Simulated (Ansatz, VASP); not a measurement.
CsRu: VASP beside Ansatz

```
Cs Ru
1.0
     0.00000    4.02830    4.02830
     4.02830    0.00000    4.02830
     4.02830    4.02830    0.00000
Cs Ru
2 2
Direct
  0.00000 0.00000 0.00000
  0.25000 0.25000 0.25000
  0.75000 0.75000 0.75000
  0.50000 0.50000 0.50000
```

Alike in both runs: task relaxation of cell and atoms; functional PBE; k mesh 4 × 4 × 4; occupations gaussian, width 0.1 eV; no spin polarisation.

|  | VASP | Ansatz |
| --- | --- | --- |
| version | VASP 6.6.1 | Ansatz 0.2.0 |
| potentials or method | VASP PAW PBE potentials, release 64 (Cs_sv, Ru_sv), cutoff 600 eV | scalar-relativistic, plane waves, PAW |
| valence electrons in the cell | 50 | 50 |

VASP gave:

```
gap on the k mesh at the Fermi level, each at its own relaxed structure (eV) : none
relaxed volume (Å³/atom)                                                     : 27.20
relaxed cell length with the largest relative difference (Å)                 : 5.358
```

Question: Estimate Ansatz's values.

Answer: gap on the k mesh at the Fermi level, each at its own relaxed structure (eV): none; relaxed volume (Å³/atom): 26.68; relaxed cell length with the largest relative difference (Å): 5.324.

A gap of «none» marks a metal or a gap that the smearing closes.

Spin-orbit coupling is off throughout. Noted on VASP's run: the volume moved by over 15 % at a fixed basis, so the end points are rough.
